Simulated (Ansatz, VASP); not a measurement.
**As in VASP and in Ansatz**

File INCAR:

```
SYSTEM = As
ALGO = Normal
EDIFF = 1E-6
ENCUT = 500
GGA_COMPAT = .False.
ISIF = 2
ISMEAR = 1
LASPH = .True.
LCHARG = .True.
LELF = .True.
LREAL = .False.
LVHAR = .True.
LWAVE = .False.
NBANDS = 12
NELM = 120
PREC = Accurate
SIGMA = 0.1
```

The input KPOINTS:

```
k-points
0
Gamma
  10 10 10
  0 0 0
```

File POSCAR:

```
As
1.0
    1.8799878575      1.0854114956      3.3276505507
   -1.8799878575      1.0854114956      3.3276505507
    0.0000000000     -2.1708229912      3.3276505507
As
2
Direct
    0.7695128170      0.7695128170      0.7695128170
    0.2304871830      0.2304871830      0.2304871830
```

Input for Ansatz:

```yaml
crystal:
  lattice:
    - [1.8799878575, 1.0854114956, 3.3276505507]
    - [-1.8799878575, 1.0854114956, 3.3276505507]
    - [0.0, -2.1708229912, 3.3276505507]
  atoms:
    - { symbol: As, position: [0.769512817, 0.769512817, 0.769512817] }
    - { symbol: As, position: [0.230487183, 0.230487183, 0.230487183] }
hamiltonian:
  xc: lda
  pseudopotentials:
    kind: paw
    azcp:
      As: "pseudopotentials/As.paw.azcp"
basis:
  ecutwfc: 420
  fft_grid_basis: typed
kpoints:
  mp_grid: { grid: [10, 10, 10], shift: [0, 0, 0] }
magnetization:
  spin_polarized: false
scf:
  occupations: { method: methfessel_paxton, width: 0.1 }
  lower_state_search: "off"
output:
  stress: true
```

Alike in both runs: task single point; functional LDA; k mesh 10 × 10 × 10; occupations methfessel-paxton of order 1, width 0.1 eV; no spin polarisation.

```csv
,VASP,Ansatz
version,VASP 6.6.1,Ansatz 0.2.0
potentials or method,"VASP PAW LDA potentials, release 64 (As), cutoff 500 eV","plane waves (420 eV) with PAW, scalar-relativistic"
valence electrons in the cell,10,30
```

Ansatz gave:

```
pressure (GPa)                                                : 0.0
traceless stress, the component that is largest in VASP (GPa) : -0.11
```

**Question.** Estimate VASP's values.

**Answer.** Pressure (GPa): 0.5; traceless stress, the component that is largest in VASP (GPa): -0.22.

Ansatz warns that its potentials were made for another functional, while VASP's fit it. LDA's correlation is that of Perdew and Zunger in VASP and of Perdew and Wang (1992) in Ansatz. VASP's potentials hold 10 valence electrons a cell and Ansatz's 30, so a difference there can come from the potentials and not from the codes.
